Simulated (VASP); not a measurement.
# SrTi2O4 (Cmcm) in VASP: single point with PBE

Aim: the single point of SrTi2O4 with PBE.

Program: VASP 6.6.1. These are calculated values, not measurements. Logs are shortened: lines on timing, memory, paths and dates and some standing lists are left out, and cuts for length are marked.

## (1) The cell of the first run

It takes space group Cmcm (No. 63, orthorhombic). Conventional cell: a = 3.071 Å, b = 9.619 Å, c = 9.973 Å, α = 90.00°, β = 90.00°, γ = 90.00°. Sr (site symmetry m2m) has 9 O at 2.41 to 2.95 Å and 2 Sr at 3.07 Å and 2 Ti at 3.11 Å within 3.2 Å. Within 2.7 Å of Ti (site symmetry m) lie 6 O at 1.93 to 2.08 Å and 1 Ti at 2.70 Å. O (site symmetry m2m) has 2 Ti at 1.93 Å and 2 Sr at 2.41 Å within 2.6 Å. O (site symmetry m) has 3 Ti at 1.98 to 2.08 Å and 2 Sr at 2.41 Å and 2 O at 2.58 Å within 2.6 Å. Within 2.8 Å of O (site symmetry 2/m) lie 4 Ti at 2.04 Å and 2 O at 2.73 Å and 2 Sr at 2.74 Å.

## (2) Single point, PBE (10.52 Å³/atom)

INCAR reads:

```
SYSTEM = SrTi2O4
  PREC = Accurate
  ENCUT = 520
  EDIFF = 1E-7
  ISMEAR = 0
  SIGMA = 0.1
  LREAL = .FALSE.
  LASPH = .TRUE.
  NELM = 100
  ALGO = Normal
  ISIF = 2
  LWAVE = .FALSE.
  LCHARG = .TRUE.
  GGA = PE
  LELF = .TRUE.
  LVHAR = .TRUE.
  NBANDS = 71
```

KPOINTS reads:

```
Automatic mesh
0
G
  10 10 4
  0 0 0
```

POSCAR reads:

```
SrTi2O4
1.0
    1.5356496588     -4.8093513082      0.0000000000
    1.5356496588      4.8093513082      0.0000000000
    0.0000000000      0.0000000000      9.9725016941
Sr Ti O
2 4 8
Direct
    0.3824352716      0.6175647284      0.7500000000
    0.6175647284      0.3824352716      0.2500000000
    0.8756813250      0.1243186750      0.4375900211
    0.8756813250      0.1243186750      0.0624099789
    0.1243186750      0.8756813250      0.9375900211
    0.1243186750      0.8756813250      0.5624099789
    0.9240996229      0.0759003771      0.2500000000
    0.2368730847      0.7631269153      0.3967255419
    0.2368730847      0.7631269153      0.1032744581
    0.0759003771      0.9240996229      0.7500000000
    0.7631269153      0.2368730847      0.8967255419
    0.7631269153      0.2368730847      0.6032744581
    0.5000000000      0.5000000000      0.5000000000
    0.5000000000      0.5000000000      0.0000000000
```

Potentials or basis: VASP PAW PBE potentials, release 64 (Sr_sv, Ti_sv, O).

Run with:

```bash
cat potpaw_PBE.64/Sr_sv/POTCAR potpaw_PBE.64/Ti_sv/POTCAR potpaw_PBE.64/O/POTCAR > POTCAR
mpirun -np 1 vasp_std > vasp.out
```

OUTCAR:

```text
SYSTEM = SrTi2O4
   PREC = Accurate
   ENCUT = 520
   EDIFF = 1E-7
   ISMEAR = 0
   LREAL = .FALSE.
   LASPH = .TRUE.
   NELM = 100
   ISIF = 2
   GGA = PE

 ion  position               nearest neighbor table
   1  0.382  0.618  0.750-  11 2.41  12 2.41  11 2.41  12 2.41  10 2.41  10 2.41  14 2.74  13 2.74
                            10 2.95   5 3.11   6 3.11   6 3.36   5 3.36   6 3.36   5 3.36   3 3.47
   2  0.618  0.382  0.250-   8 2.41   9 2.41   8 2.41   9 2.41   7 2.41   7 2.41  14 2.74  13 2.74
                             7 2.95   3 3.11   4 3.11   4 3.36   3 3.36   4 3.36   3 3.36   6 3.47
   3  0.876  0.124  0.438-   7 1.93  12 1.98  13 2.04  13 2.04   8 2.08   8 2.08   6 2.70   2 3.11
                             2 3.36   2 3.36   1 3.47   1 3.47
   4  0.876  0.124  0.062-   7 1.93  11 1.98  14 2.04  14 2.04   9 2.08   9 2.08   5 2.70   2 3.11
                             2 3.36   2 3.36   1 3.47   1 3.47
   5  0.124  0.876  0.938-  10 1.93   9 1.98  14 2.04  14 2.04  11 2.08  11 2.08   4 2.70   1 3.11
                             1 3.36   1 3.36   2 3.47   2 3.47
   6  0.124  0.876  0.562-  10 1.93   8 1.98  13 2.04  13 2.04  12 2.08  12 2.08   3 2.70   1 3.11
                             1 3.36   1 3.36   2 3.47   2 3.47
   7  0.924  0.076  0.250-   3 1.93   4 1.93   2 2.41   2 2.41   2 2.95
   8  0.237  0.763  0.397-   6 1.98   3 2.08   3 2.08   2 2.41   2 2.41
   9  0.237  0.763  0.103-   5 1.98   4 2.08   4 2.08   2 2.41   2 2.41
  10  0.076  0.924  0.750-   5 1.93   6 1.93   1 2.41   1 2.41   1 2.95
  11  0.763  0.237  0.897-   4 1.98   5 2.08   5 2.08   1 2.41   1 2.41
  12  0.763  0.237  0.603-   3 1.98   6 2.08   6 2.08   1 2.41   1 2.41
  13  0.500  0.500  0.500-   6 2.04   3 2.04   6 2.04   3 2.04   1 2.74   2 2.74
  14  0.500  0.500  0.000-   5 2.04   4 2.04   5 2.04   4 2.04   1 2.74   2 2.74

  LATTYP: Found a base centered orthorhombic cell.
 ALAT       =     3.0712993176
 B/A-ratio  =     3.1318024138
 C/A-ratio  =     3.2469976589

  Lattice vectors:

 A1 = (   1.5356496588,  -4.8093513082,   0.0000000000)
 A2 = (   1.5356496588,   4.8093513082,   0.0000000000)
 A3 = (   0.0000000000,   0.0000000000,   9.9725016941)

Analysis of symmetry for initial positions (statically):
=====================================================================
 Subroutine PRICEL returns:
 Original cell was already a primitive cell.

 Routine SETGRP: Setting up the symmetry group for a
 base centered orthorhombic supercell.

 Subroutine GETGRP returns: Found  8 space group operations
 (whereof  4 operations were pure point group operations)
 out of a pool of  8 trial point group operations.

The static configuration has the point symmetry C_2h.
 The point group associated with its full space group is D_2h.

Analysis of symmetry for dynamics (positions and initial velocities):
=====================================================================
 Subroutine PRICEL returns:
 Original cell was already a primitive cell.

 Routine SETGRP: Setting up the symmetry group for a
 base centered orthorhombic supercell.

 Subroutine GETGRP returns: Found  8 space group operations
 (whereof  4 operations were pure point group operations)
 out of a pool of  8 trial point group operations.

The dynamic configuration has the point symmetry C_2h.
 The point group associated with its full space group is D_2h.

 Subroutine INISYM returns: Found  8 space group operations
 (whereof  4 operations are pure point group operations),
 and found     1 'primitive' translations

----------------------------------------------------------------------------------------

                                     Primitive cell

  volume of cell :     147.3034

  direct lattice vectors                    reciprocal lattice vectors
     1.535649659 -4.809351308  0.000000000     0.325595097 -0.103964125  0.000000000
     1.535649659  4.809351308  0.000000000     0.325595097  0.103964125  0.000000000
     0.000000000  0.000000000  9.972501694     0.000000000  0.000000000  0.100275741

  length of vectors
     5.048572063  5.048572063  9.972501694     0.341790443  0.341790443  0.100275741

  position of ions in fractional coordinates (direct lattice)
     0.382435272  0.617564728  0.750000000
     0.617564728  0.382435272  0.250000000
     0.875681325  0.124318675  0.437590021
     0.875681325  0.124318675  0.062409979
     0.124318675  0.875681325  0.937590021
     0.124318675  0.875681325  0.562409979
     0.924099623  0.075900377  0.250000000
     0.236873085  0.763126915  0.396725542
     0.236873085  0.763126915  0.103274458
     0.075900377  0.924099623  0.750000000
[... 45 lines left out ...]

 Found     93 irreducible k-points:

 Following reciprocal coordinates:
            Coordinates               Weight
  0.000000  0.000000  0.000000      1.000000
  0.100000 -0.000000  0.000000      4.000000
  0.200000 -0.000000  0.000000      4.000000
  0.300000  0.000000  0.000000      4.000000
  0.400000  0.000000  0.000000      4.000000
  0.500000  0.000000  0.000000      2.000000
[... 16 lines left out ...]
  0.300000  0.300000  0.000000      2.000000
  0.400000  0.300000  0.000000      4.000000
 [... further k-points ...]
   k-points           NKPTS =     93   k-points in BZ     NKDIM =     93   number of bands    NBANDS=     71
   number of dos      NEDOS =    301   number of ions     NIONS =     14
   total plane-waves  NPLWV = 128000
   dimension x,y,z NGX =    40 NGY =   40 NGZ =   80
   dimension x,y,z NGXF=    80 NGYF=   80 NGZF=  160
   ions per type =               2   4   8
   NGX,Y,Z   is equivalent  to a cutoff of  13.17, 13.17, 13.34 a.u.
   NGXF,Y,Z  is equivalent  to a cutoff of  26.34, 26.34, 26.67 a.u.
 SYSTEM =  SrTi2O4
   PREC   = accura    normal or accurate (medium, high low for compatibility)
   ISTART =      0    job   : 0-new  1-cont  2-samecut
   ICHARG =      2    charge: 1-file 2-atom 10-const
   ISPIN  =      1    spin polarized calculation?
   LNONCOLLINEAR =      F non collinear calculations
   LSORBIT =      F    spin-orbit coupling
   LASPH  =      T    aspherical Exc in radial PAW
   ENCUT  =  520.0 eV  38.22 Ry    6.18 a.u.   9.39  9.39 18.54*2*pi/ulx,y,z
   NELM   =    100;   NELMIN=  2; NELMDL= -5     # of ELM steps
   EDIFF  = 0.1E-06   stopping-criterion for ELM
   LREAL  =      F    real-space projection
   EDIFFG = 0.1E-05   stopping-criterion for IOM
   NSW    =      0    number of steps for IOM
   IBRION =     -1    ionic relax: 0-MD 1-quasi-New 2-CG
   NFREE  =      0    steps in history (QN), initial steepest desc. (CG)
   ISIF   =      2    stress and relaxation
   ISYM   =      2    0-nonsym 1-usesym 2-fastsym
   POTIM  = 0.5000    time-step for ionic-motion
   TEBEG  =    0.0;   TEEND  =   0.0 temperature during run
   PSTRESS=    0.0 pullay stress
   NELECT =     116.0000    total number of electrons
   NUPDOWN=      -1.0000    fix difference up-down
   EMIN   =  10.00;   EMAX   =-10.00  energy-range for DOS
   EFERMI =   0.00;   METHOD = LEGACY
   ISMEAR =     0;   SIGMA  =   0.10  broadening in eV -4-tet -1-fermi 0-gaus
   EFERMI_NEDOS =   21; number of points for ismear=-14 and -15
   IALGO  =     38    algorithm
   IMIX   =      4    mixing-type and parameters
     AMIX     =   0.40;   BMIX     =  1.00
     AMIX_MAG =   1.60;   BMIX_MAG =  1.00
  volume/ion in A,a.u.               =      10.52        71.00
  Fermi-wavevector in a.u.,A,eV,Ry     =   1.511785  2.856859 31.096014  2.285493
  Thomas-Fermi vector in A             =   2.621796
   LORBIT       =      0    0 simple, 1 ext, 2 COOP (PROOUT), +10 PAW based schemes
   GGA     = PE    functional components
   LHFCALC =     F    Hartree Fock is set to
   AEXX    =    0.0000 exact exchange contribution
   IVDW    =     0    specifies the selected vdW correction
   LEPSILON=     F    determine dielectric tensor
   LRPA    =     F    only Hartree local field effects (RPA)
 non-spin polarized calculation
 Gauss-broadening in eV      SIGMA  =   0.10
  energy-cutoff  :      520.00
  volume of cell :      147.30
 maximum number of plane-waves:      3992
 NGX is ok and might be reduce to    40
   NGX = 19   NGY = 19   NGZ = 37

 number of electron     115.9999999 magnetization

 Free energy of the ion-electron system (eV)
  ---------------------------------------------------
  ext. energy  EPLUGINS =         0.00000000
  ---------------------------------------------------
  free energy    TOTEN  =      -113.70320292 eV

  energy without entropy =     -113.67450791  energy(sigma->0) =     -113.68885542

 E-fermi :   8.8389     XC(G=0): -12.0396

 val. band max:        8.8383914702   @ k =   0.2000  -0.0000   0.0000
 cond. band min:       8.8529732990   @ k =   0.4000   0.3000   0.5000
 fundamental gap:      0.0145818288
 Fermi energy:         8.8388929723

 k-point     1 :       0.0000    0.0000    0.0000
  band No.  band energies     occupation
      1     -49.5288      2.00000
      2     -49.5272      2.00000
      3     -49.4532      2.00000
      4     -49.4517      2.00000
      5     -26.4200      2.00000
      6     -26.3689      2.00000
[... 1741 lines left out ...]
     69      11.3872      0.00000
     70      11.5000      0.00000

 [... further k-points ...]

 [bands above 70 left out]

------------------------ aborting loop because EDIFF is reached ----------------------------------------

  FORCE on cell =-STRESS in cart. coord.  units (eV):
  Direction    XX          YY          ZZ          XY          YZ          ZX
  --------------------------------------------------------------------------------------
  -------------------------------------------------------------------------------------
  Total       19.0568953     19.0071973     19.0883614      0.0000000      0.0000000      0.0000000
  in kB      207.2764524    206.7359015    207.6186996      0.0000000      0.0000000      0.0000000
  external PRESSURE =     207.2103511 kB  Pullay stress =       0.0000000 kB

 VOLUME and BASIS-vectors are now :
 -----------------------------------------------------------------------------
  energy-cutoff  :      520.00
  volume of cell :      147.30
      direct lattice vectors                 reciprocal lattice vectors
     1.535649659 -4.809351308  0.000000000     0.325595097 -0.103964125  0.000000000
     1.535649659  4.809351308  0.000000000     0.325595097  0.103964125  0.000000000
     0.000000000  0.000000000  9.972501694     0.000000000  0.000000000  0.100275741

 POSITION                                       TOTAL-FORCE (eV/Angst)
 -----------------------------------------------------------------------------------
      1.53565      1.13082      7.47938         0.000000     -0.005940     -0.000000
      1.53565     -1.13082      2.49313         0.000000      0.005940     -0.000000
      1.53565     -3.61357      4.36387         0.000000      0.001711     -0.017197
      1.53565     -3.61357      0.62238         0.000000      0.001711      0.017197
      1.53565      3.61357      9.35012         0.000000     -0.001711     -0.017197
      1.53565      3.61357      5.60863         0.000000     -0.001711      0.017197
      1.53565     -4.07929      2.49313         0.000000      0.039429     -0.000000
      1.53565      2.53094      3.95635         0.000000     -0.036593      0.008226
      1.53565      2.53094      1.02990         0.000000     -0.036593     -0.008226
      1.53565      4.07929      7.47938         0.000000     -0.039429     -0.000000
      1.53565     -2.53094      8.94260         0.000000      0.036593      0.008226
      1.53565     -2.53094      6.01616         0.000000      0.036593     -0.008226
      1.53565      0.00000      4.98625         0.000000      0.000000     -0.000000
      1.53565      0.00000      0.00000         0.000000      0.000000     -0.000000
 -----------------------------------------------------------------------------------
    total drift:                                0.000000      0.000000      0.000000

  FREE ENERGIE OF THE ION-ELECTRON SYSTEM (eV)
  ---------------------------------------------------
  free  energy   TOTEN  =      -113.7032029188 eV

  energy  without entropy=     -113.6745079141  energy(sigma->0) =     -113.68885542
```

Wall time 21 min (1 thread of Intel Xeon 6975P-C (Granite Rapids), shared host); peak memory 0.86 GiB.

Results:

| Quantity | Value |
| --- | --- |
| Free energy | -113.7032 eV |
| Pressure | 20.7 GPa |
| Largest force | 0.039 eV/Å |
| Band gap on the k mesh | zero (bands 58 and 59 overlap by 0.28 eV) |

Forces on the atoms (eV/Å):
```
Sr   0.000 -0.006  0.000
Sr   0.000  0.006  0.000
Ti   0.000  0.002 -0.017
Ti   0.000  0.002  0.017
Ti   0.000 -0.002 -0.017
Ti   0.000 -0.002  0.017
O    0.000  0.039  0.000
O    0.000 -0.037  0.008
O    0.000 -0.037 -0.008
O    0.000 -0.039  0.000
O    0.000  0.037  0.008
O    0.000  0.037 -0.008
O    0.000  0.000  0.000
O    0.000  0.000  0.000
```

Levels at points of the mesh, in eV from the Fermi level:
| k point | band 54 | band 55 | band 56 | band 57 | band 58 | band 59 | band 60 | band 61 | band 62 | band 63 |
| --- | --- | --- | --- | --- | --- | --- | --- | --- | --- | --- |
| (0.00, 0.00, 0.00) | -4.05 | -3.70 | -3.58 | -1.29 | -1.18 | 0.29 | 0.48 | 0.79 | 0.86 | 1.03 |
| (0.50, 0.00, 0.00) | -4.49 | -4.44 | -4.11 | -0.69 | -0.03 | 0.36 | 0.57 | 0.57 | 0.84 | 0.91 |
| (0.50, 0.50, 0.00) | -4.27 | -4.01 | -3.56 | -1.97 | -1.56 | 0.54 | 0.61 | 0.63 | 0.66 | 0.81 |
| (0.00, 0.00, 0.50) | -4.05 | -3.95 | -3.95 | -1.24 | -1.24 | 0.49 | 0.49 | 0.64 | 0.64 | 0.99 |
| (0.50, 0.00, 0.50) | -4.41 | -4.26 | -4.26 | -0.37 | -0.37 | 0.25 | 0.25 | 0.60 | 0.60 | 1.31 |
| (0.50, 0.50, 0.50) | -4.31 | -3.74 | -3.74 | -1.78 | -1.78 | 0.55 | 0.55 | 0.56 | 0.56 | 1.06 |

Caveat: the cell stands under pressure; semilocal functionals often make such compounds metallic where correlation or magnetic order opens a gap, which also shifts bond lengths.
